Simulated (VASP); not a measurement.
# Si (Imma) in VASP: single point with PBEsol

Aim: the single point of Si with PBEsol.

Everything below comes from runs of VASP 6.6.1. Logs are shortened: lines on timing, memory, paths and dates and some standing lists are left out, and cuts for length are marked.

### Step 1. The cell of the first run

The structure is orthorhombic, space group Imma (No. 74). Conventional cell: a = 3.823 Å, b = 3.881 Å, c = 5.488 Å, α = 90.00°, β = 90.00°, γ = 90.00°. Within 3.1 Å of Si (site symmetry mm2) lie 4 Si at 2.36 to 2.37 Å.

### Step 2. Single point, PBEsol

INCAR reads:

```
SYSTEM = Si
PREC = Accurate ; ENCUT = 500
EDIFF = 1E-6 ; ISMEAR = 0
SIGMA = 0.01 ; LREAL = .FALSE.
LASPH = .TRUE. ; NELM = 120
ALGO = Normal ; ISIF = 2
LWAVE = .FALSE. ; LCHARG = .FALSE.
GGA = PS ; NBANDS = 11
GGA_COMPAT = .FALSE.
```

KPOINTS reads:

```
regular mesh
0
G
  4 4 4
  0 0 0
```

POSCAR reads:

```
Si
1.0
   -0.0205123920      2.7234863426      2.7439987347
    2.7234863426     -0.0205123920      2.7439987347
    2.7029739506      2.7029739506      0.0000000000
Si
2
Direct
   -0.0009535334     -0.0009535334      0.0009535334
    0.2509535334      0.2509535334      0.2490464666
```

Potentials or basis: VASP PAW PBE potentials, release 64 (Si).

On the command line:

```console
> cat potpaw_PBE.64/Si/POTCAR > POTCAR
> mpirun -np 1 vasp_std > vasp.out
```

OUTCAR:

```text
SYSTEM = Si
   PREC = Accurate
   ENCUT = 500
   EDIFF = 1E-6
   ISMEAR = 0
   LREAL = .FALSE.
   LASPH = .TRUE.
   NELM = 120
   ISIF = 2
   GGA = PS

 ion  position               nearest neighbor table
   1  0.999  0.999  0.001-   2 2.36   2 2.36   2 2.37   2 2.37
   2  0.251  0.251  0.249-   1 2.36   1 2.36   1 2.37   1 2.37

  LATTYP: Found a body centered orthorhombic cell.
 ALAT       =     3.8225824197
 B/A-ratio  =     1.0151776468
 C/A-ratio  =     1.4356779964

  Lattice vectors:

 A1 = (   0.0205123920,  -2.7234863426,  -2.7439987347)
 A2 = (  -0.0205123920,   2.7234863426,  -2.7439987347)
 A3 = (   2.7234863426,  -0.0205123920,   2.7439987347)

Analysis of symmetry for initial positions (statically):
=====================================================================
 Subroutine PRICEL returns:
 Original cell was already a primitive cell.

 Routine SETGRP: Setting up the symmetry group for a
 body centered orthorhombic supercell.

 Subroutine GETGRP returns: Found  8 space group operations
 (whereof  4 operations were pure point group operations)
 out of a pool of  8 trial point group operations.

The static configuration has the point symmetry C_2v.
 The point group associated with its full space group is D_2h.

Analysis of symmetry for dynamics (positions and initial velocities):
=====================================================================
 Subroutine PRICEL returns:
 Original cell was already a primitive cell.

 Routine SETGRP: Setting up the symmetry group for a
 body centered orthorhombic supercell.

 Subroutine GETGRP returns: Found  8 space group operations
 (whereof  4 operations were pure point group operations)
 out of a pool of  8 trial point group operations.

The dynamic configuration has the point symmetry C_2v.
 The point group associated with its full space group is D_2h.

 Subroutine INISYM returns: Found  8 space group operations
 (whereof  4 operations are pure point group operations),
 and found     1 'primitive' translations

----------------------------------------------------------------------------------------

                                     Primitive cell

  volume of cell :      40.7042

  direct lattice vectors                    reciprocal lattice vectors
    -0.020512392  2.723486343  2.743998735    -0.182215827  0.182215827  0.182215827
     2.723486343 -0.020512392  2.743998735     0.182215827 -0.182215827  0.182215827
     2.702973951  2.702973951  0.000000000     0.184981435  0.184981435 -0.182215827

  length of vectors
     3.866177398  3.866177398  3.822582420     0.315607071  0.315607071  0.318808517

  position of ions in fractional coordinates (direct lattice)
     0.999046467  0.999046467  0.000953533
     0.250953533  0.250953533  0.249046467

  ion indices of the primitive-cell ions
   primitive index   ion index
                 1           1
                 2           2

----------------------------------------------------------------------------------------

 KPOINTS: regular mesh

Automatic generation of k-mesh.
 Grid dimensions read from file:
 generate k-points for:    4    4    4

 Generating k-lattice:

  Cartesian coordinates                     Fractional coordinates (reciprocal lattice)
    -0.045553957  0.045553957  0.045553957     0.250000000  0.000000000  0.000000000
     0.045553957 -0.045553957  0.045553957     0.000000000  0.250000000  0.000000000
     0.046245359  0.046245359 -0.045553957     0.000000000  0.000000000  0.250000000

  Length of vectors
     0.078901768  0.078901768  0.079702129

  Shift w.r.t. Gamma in fractional coordinates (k-lattice)
     0.000000000  0.000000000  0.000000000

 Subroutine IBZKPT returns following result:
 ===========================================

 Found     18 irreducible k-points:

 Following reciprocal coordinates:
            Coordinates               Weight
  0.000000  0.000000  0.000000      1.000000
  0.250000  0.000000  0.000000      4.000000
  0.500000  0.000000  0.000000      2.000000
  0.250000  0.250000  0.000000      2.000000
  0.500000  0.250000  0.000000      4.000000
 -0.250000  0.250000  0.000000      2.000000
[... 10 lines left out ...]
  0.250000  0.250000  0.500000      2.000000
 -0.250000  0.250000  0.500000      2.000000
   k-points           NKPTS =     18   k-points in BZ     NKDIM =     18   number of bands    NBANDS=     11
   number of dos      NEDOS =    301   number of ions     NIONS =      2
   total plane-waves  NPLWV =  21952
   dimension x,y,z NGX =    28 NGY =   28 NGZ =   28
   dimension x,y,z NGXF=    56 NGYF=   56 NGZF=   56
   ions per type =               2
   NGX,Y,Z   is equivalent  to a cutoff of  12.04, 12.04, 12.18 a.u.
   NGXF,Y,Z  is equivalent  to a cutoff of  24.08, 24.08, 24.35 a.u.
 SYSTEM =  Si
   PREC   = accura    normal or accurate (medium, high low for compatibility)
   ISTART =      0    job   : 0-new  1-cont  2-samecut
   ICHARG =      2    charge: 1-file 2-atom 10-const
   ISPIN  =      1    spin polarized calculation?
   LNONCOLLINEAR =      F non collinear calculations
   LSORBIT =      F    spin-orbit coupling
   LASPH  =      T    aspherical Exc in radial PAW
   ENCUT  =  500.0 eV  36.75 Ry    6.06 a.u.   7.05  7.05  6.97*2*pi/ulx,y,z
   NELM   =    120;   NELMIN=  2; NELMDL= -5     # of ELM steps
   EDIFF  = 0.1E-05   stopping-criterion for ELM
   LREAL  =      F    real-space projection
   EDIFFG = 0.1E-04   stopping-criterion for IOM
   NSW    =      0    number of steps for IOM
   IBRION =     -1    ionic relax: 0-MD 1-quasi-New 2-CG
   NFREE  =      0    steps in history (QN), initial steepest desc. (CG)
   ISIF   =      2    stress and relaxation
   ISYM   =      2    0-nonsym 1-usesym 2-fastsym
   POTIM  = 0.5000    time-step for ionic-motion
   TEBEG  =    0.0;   TEEND  =   0.0 temperature during run
   PSTRESS=    0.0 pullay stress
   NELECT =       8.0000    total number of electrons
   NUPDOWN=      -1.0000    fix difference up-down
   EMIN   =  10.00;   EMAX   =-10.00  energy-range for DOS
   EFERMI =   0.00;   METHOD = LEGACY
   ISMEAR =     0;   SIGMA  =   0.01  broadening in eV -4-tet -1-fermi 0-gaus
   EFERMI_NEDOS =   21; number of points for ismear=-14 and -15
   IALGO  =     38    algorithm
   IMIX   =      4    mixing-type and parameters
     AMIX     =   0.40;   BMIX     =  1.00
     AMIX_MAG =   1.60;   BMIX_MAG =  1.00
  volume/ion in A,a.u.               =      20.35       137.34
  Fermi-wavevector in a.u.,A,eV,Ry     =   0.951828  1.798693 12.326547  0.905976
  Thomas-Fermi vector in A             =   2.080334
   LORBIT       =      0    0 simple, 1 ext, 2 COOP (PROOUT), +10 PAW based schemes
   GGA     = PS    functional components
   LHFCALC =     F    Hartree Fock is set to
   AEXX    =    0.0000 exact exchange contribution
   IVDW    =     0    specifies the selected vdW correction
   LEPSILON=     F    determine dielectric tensor
   LRPA    =     F    only Hartree local field effects (RPA)
 non-spin polarized calculation
 Gauss-broadening in eV      SIGMA  =   0.01
  energy-cutoff  :      500.00
  volume of cell :       40.70
 maximum number of plane-waves:      1048
   NGX = 15   NGY = 15   NGZ = 13

 number of electron       8.0000000 magnetization

 Free energy of the ion-electron system (eV)
  ---------------------------------------------------
  ext. energy  EPLUGINS =         0.00000000
  ---------------------------------------------------
  free energy    TOTEN  =       -11.29319207 eV

  energy without entropy =      -11.29319207  energy(sigma->0) =      -11.29319207

 E-fermi :   5.8616     XC(G=0):  -9.4692

 val. band max:        5.7593707867   @ k =   0.0000   0.0000   0.0000
 cond. band min:       6.1965232788   @ k =   0.5000   0.5000   0.0000
 fundamental gap:      0.4371524921
 Fermi energy:         5.8616371606

 k-point     1 :       0.0000    0.0000    0.0000
  band No.  band energies     occupation
      1      -6.2179      2.00000
      2       5.6197      2.00000
      3       5.6340      2.00000
      4       5.7594      2.00000
      5       8.0681      0.00000
      6       8.1438      0.00000
      7       8.2378      0.00000
      8       8.8433      0.00000
      9      13.2578      0.00000
     10      13.3006      0.00000
     11      13.3973      0.00000

 k-point     2 :       0.2500    0.0000    0.0000
  band No.  band energies     occupation
      1      -5.4354      2.00000
      2       1.6912      2.00000
      3       4.8865      2.00000
      4       5.0113      2.00000
      5       7.6238      0.00000
      6       9.0660      0.00000
      7       9.1677      0.00000
      8      12.3468      0.00000
      9      12.7254      0.00000
     10      12.8569      0.00000
     11      14.4022      0.00000

 k-point     3 :       0.5000    0.0000    0.0000
  band No.  band energies     occupation
      1      -3.9431      2.00000
      2      -1.2943      2.00000
      3       4.4579      2.00000
      4       4.5801      2.00000
      5       7.1369      0.00000
      6       8.9065      0.00000
      7       9.0250      0.00000
      8      13.1927      0.00000
      9      16.0452      0.00000
     10      16.1260      0.00000
     11      16.6141      0.00000
[... 183 lines left out ...]
 k-point    17 :       0.2500    0.2500    0.5000
  band No.  band energies     occupation
      1      -4.1494      2.00000
      2       0.1907      2.00000
      3       1.8979      2.00000
      4       4.3208      2.00000
      5       7.9709      0.00000
      6      10.3155      0.00000
      7      10.5864      0.00000
      8      11.5215      0.00000
      9      11.9481      0.00000
     10      15.4104      0.00000
     11      17.9539      0.00000

 k-point    18 :      -0.2500    0.2500    0.5000
  band No.  band energies     occupation
      1      -1.9372      2.00000
      2      -1.9372      2.00000
      3       1.8178      2.00000
      4       1.8178      2.00000
      5       9.7695      0.00000
      6       9.7695      0.00000
      7      10.4731      0.00000
      8      10.4731      0.00000
      9      16.1690      0.00000
     10      16.1690      0.00000
     11      18.6244      0.00000

------------------------ aborting loop because EDIFF is reached ----------------------------------------

  FORCE on cell =-STRESS in cart. coord.  units (eV):
  Direction    XX          YY          ZZ          XY          YZ          ZX
  --------------------------------------------------------------------------------------
  -------------------------------------------------------------------------------------
  Total       -0.1010785     -0.1010785     -0.2863860      0.2789802      0.0000000      0.0000000
  in kB       -3.9785947     -3.9785947    -11.2725650     10.9810614      0.0000000      0.0000000
  external PRESSURE =      -6.4099181 kB  Pullay stress =       0.0000000 kB

 VOLUME and BASIS-vectors are now :
 -----------------------------------------------------------------------------
  energy-cutoff  :      500.00
  volume of cell :       40.70
      direct lattice vectors                 reciprocal lattice vectors
    -0.020512392  2.723486343  2.743998735    -0.182215827  0.182215827  0.182215827
     2.723486343 -0.020512392  2.743998735     0.182215827 -0.182215827  0.182215827
     2.702973951  2.702973951  0.000000000     0.184981435  0.184981435 -0.182215827

 POSITION                                       TOTAL-FORCE (eV/Angst)
 -----------------------------------------------------------------------------------
      2.70297      2.70297      5.48276         0.000000      0.000000      0.008209
      1.35149      1.35149      1.37723        -0.000000     -0.000000     -0.008209
 -----------------------------------------------------------------------------------
    total drift:                                0.000000      0.000000      0.000000

  FREE ENERGIE OF THE ION-ELECTRON SYSTEM (eV)
  ---------------------------------------------------
  free  energy   TOTEN  =       -11.2931920746 eV

  energy  without entropy=      -11.2931920746  energy(sigma->0) =      -11.29319207
```

Wall time 10 s (1 thread of AMD EPYC 7R13, shared host); peak memory 0.12 GiB.

Results:

| Property | Result |
| --- | --- |
| Free energy | -11.2932 eV |
| Pressure | -0.6 GPa |
| Largest force | 0.008 eV/Å |
| Band gap on the k mesh | 0.44 eV, indirect (least direct gap 2.31 eV) |

Forces in eV/Å, atoms in the order of the input:
```
Si   0.000  0.000  0.008
Si   0.000  0.000 -0.008
```

Stress tensor (GPa, compression positive):
```
-0.40  1.10  0.00
 1.10 -0.40  0.00
 0.00  0.00 -1.13
```

Caveat: the k points lie up to 0.50 Å⁻¹ apart; the PAW data sets were made with another functional, which shifts forces and pressure a little.
